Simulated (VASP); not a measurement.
Write the native input for VASP 6.6.1 that does the following.

* Task: single point
* Functional: PBE
* Potentials or basis: VASP PAW PBE potentials, release 64 (Al)
* Cutoff: 520 eV
* k mesh: 18 × 18 × 18
* Occupations: gaussian, width 0.1 eV
* Spin: no spin polarisation
* Dipole correction: no
* Further INCAR settings: ALGO = Normal; EDIFF = 1e-06; NBANDS = 8

The structure of Al lies in POSCAR:

```
Al
1.0
    0.0000000000      2.0859577651      2.0859577651
    2.0859577651      0.0000000000      2.0859577651
    2.0859577651      2.0859577651      0.0000000000
Al
1
Direct
    0.0000000000      0.0000000000      0.0000000000
```

This cell differs from its parent crystal: volume scaled by 1.10.

These files were run (other wordings do the same):

INCAR

```
PREC = Accurate ; ENCUT = 520
EDIFF = 1E-6 ; ISMEAR = 0
SIGMA = 0.1 ; LREAL = False
LASPH = True ; NELM = 100
ALGO = Normal ; ISIF = 2
LWAVE = False ; LCHARG = False
GGA = PE ; NBANDS = 8
```

KPOINTS

```
Automatic mesh
0
Gamma
  18 18 18
```

Potentials or basis: VASP PAW PBE potentials, release 64 (Al).

The run is started by

```console
$ cat potpaw_PBE.64/Al/POTCAR > POTCAR
$ mpirun -np 1 vasp_std > vasp.out
```

It gave:

```json
{"Pressure": "-6.0 GPa"}
```

Run time: 13 s on 1 thread of AMD EPYC 9R45 (Zen 5), on a shared host, peak memory 0.11 GiB.
